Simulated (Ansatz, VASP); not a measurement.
**ZnRe: VASP beside Ansatz**

The input INCAR:

```
SYSTEM = ZnRe
PREC     = Accurate       ! precision mode
ENCUT    = 500            ! plane-wave cutoff, eV
EDIFF    = 1E-6           ! SCF threshold, eV
ISMEAR   = -1             ! smearing method
SIGMA    = 0.02           ! smearing width, eV
LREAL    = .False.        ! projectors in reciprocal space
LASPH    = .True.         ! aspherical terms in the spheres
NELM     = 120            ! most SCF steps
ALGO     = Normal         ! electronic algorithm
ISIF     = 2              ! what is computed and relaxed
LWAVE    = .False.        ! write WAVECAR
LCHARG   = .False.        ! write CHGCAR
GGA      = RE             ! functional
NBANDS   = 20             ! bands
GGA_COMPAT= .False.
```

The input KPOINTS:

```
Automatic mesh
0
Gamma
  8 8 5
  0 0 0
```

POSCAR

```
ZnRe
1.0
    2.7636307572      0.0115091182     -0.0027445591
   -1.3718488228      2.3682840339     -0.0020534110
   -0.0044874543     -0.0064807654      4.5210500638
Zn Re
1 1
Direct
    0.0077500000      0.0130000000      0.0514000000
    0.3758500000      0.7058400000      0.5251400000
```

Input for Ansatz:

```yaml
crystal:
  lattice:
    - [2.7636307572181855, 0.011509118171696297, -0.002744559076627315]
    - [-1.3718488228381285, 2.3682840338772966, -0.00205341098798759]
    - [-0.004487454256675317, -0.00648076541086815, 4.521050063766588]
  atoms:
    - { symbol: Zn, position: [0.00775, 0.013, 0.0514] }
    - { symbol: Re, position: [0.37585, 0.70584, 0.52514] }
basis:
  ecutwfc: 540.0
  xc_grid: 2
kpoints:
  mp_grid:
    grid: [8, 8, 5]
hamiltonian:
  xc: revpbe
scf:
  convergence:
    dr2_threshold: 1.0e-09
  mixing:
    algorithm: anderson
  occupations:
    method: fermi_dirac
    width: 0.02
output:
  forces: true
  stress: true
```

Alike in both runs: task single point; functional revPBE; k mesh 8 × 8 × 5; occupations fermi-dirac, width 0.02 eV; no spin polarisation.

```csv
,VASP,Ansatz
version,VASP 6.6.1,Ansatz 0.2.0
potentials or method,"VASP PAW PBE potentials, release 64 (Zn, Re_sv_GW), cutoff 500 eV","plane waves, PAW"
valence electrons in the cell,27,27
```

Ansatz gave:

| Quantity | Value |
| --- | --- |
| pressure (GPa) | 0.9 |
| traceless stress, the component that is largest in VASP (GPa) | 1.49 |
| rms of the force components (eV/Å) | 0.645 |

Estimate VASP's values.

pressure (GPa): 0.0; traceless stress, the component that is largest in VASP (GPa): 1.38; rms of the force components (eV/Å): 0.653.

VASP's potentials were made for PBE, not for revPBE. Atom by atom the forces differ by 0.008 eV/Å (rms over components). With one functional, cell and mesh, what is left measures potentials, basis and numerics. Ansatz's warnings: stress scf threshold loose.

Spin-orbit coupling is off throughout.
